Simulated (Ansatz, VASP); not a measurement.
InP in VASP and in Ansatz

INCAR

```
ALGO     = Normal         # electronic algorithm
EDIFF    = 1E-6           # SCF threshold, eV
ENCUT    = 520            # plane-wave cutoff, eV
GGA      = PS             # functional
ISIF     = 2              # what is computed and relaxed
ISMEAR   = -1             # smearing method
LASPH    = T              # aspherical terms in the spheres
LCHARG   = F              # write CHGCAR
LREAL    = F              # projectors in reciprocal space
LWAVE    = F              # write WAVECAR
NBANDS   = 16             # bands
NELM     = 100            # most SCF steps
PREC     = Accurate       # precision mode
SIGMA    = 0.03           # smearing width, eV
```

KPOINTS

```
k-points
0
Gamma
  11 11 11
```

File POSCAR:

```
InP
1.0
    0.0000000000      2.8454514337      2.8454514337
    2.8454514337      0.0000000000      2.8454514337
    2.8454514337      2.8454514337      0.0000000000
In P
1 1
Direct
    0.0000000000      0.0000000000      0.0000000000
    0.5000000000      0.5000000000      0.5000000000
```

Input for Ansatz:

```yaml
crystal:
  lattice:
    - [0.0, 2.8454514337, 2.8454514337]
    - [2.8454514337, 0.0, 2.8454514337]
    - [2.8454514337, 2.8454514337, 0.0]
  atoms:
    - { symbol: In, position: [0.0, 0.0, 0.0] }
    - { symbol: P, position: [0.5, 0.5, 0.5] }
kpoints:
  mp_grid: { grid: [11, 11, 11] }
  band_path:
    path:
      - [0.0, 0.0, 0.0]
      - [0.5, 0.0, 0.5]
      - [0.625, 0.25, 0.625]
      - [0.375, 0.375, 0.75]
      - [0.0, 0.0, 0.0]
      - [0.5, 0.5, 0.5]
      - [0.5, 0.25, 0.75]
      - [0.5, 0.0, 0.5]
    npoints: 5
scf:
  occupations: { method: fermi_dirac, width: 0.03 }
hamiltonian:
  xc: pbesol
  pseudopotentials: { kind: all_electron, lapw: { basis_error: 0.00025 } }
output:
  forces: true
  stress: true
  eigenvalues: true
```

Change from the starting cell: volume scaled by 0.99.

Alike in both runs: task single point; functional PBEsol; k mesh 11 × 11 × 11; occupations fermi-dirac, width 0.03 eV; no spin polarisation.

```csv
,VASP,Ansatz
version,VASP 6.6.1,Ansatz 0.2.0
potentials or method,"VASP PAW PBE potentials, release 64 (In_d, P), cutoff 520 eV","all-electron LAPW, scalar-relativistic"
```

|  | VASP | Ansatz | Ansatz less VASP |
| --- | --- | --- | --- |
| pressure (GPa) | -7.8 | -7.8 | 0.00 |

VASP's potentials were made for PBE, not for PBEsol. Ansatz ran all-electron here, and VASP with PAW potentials.
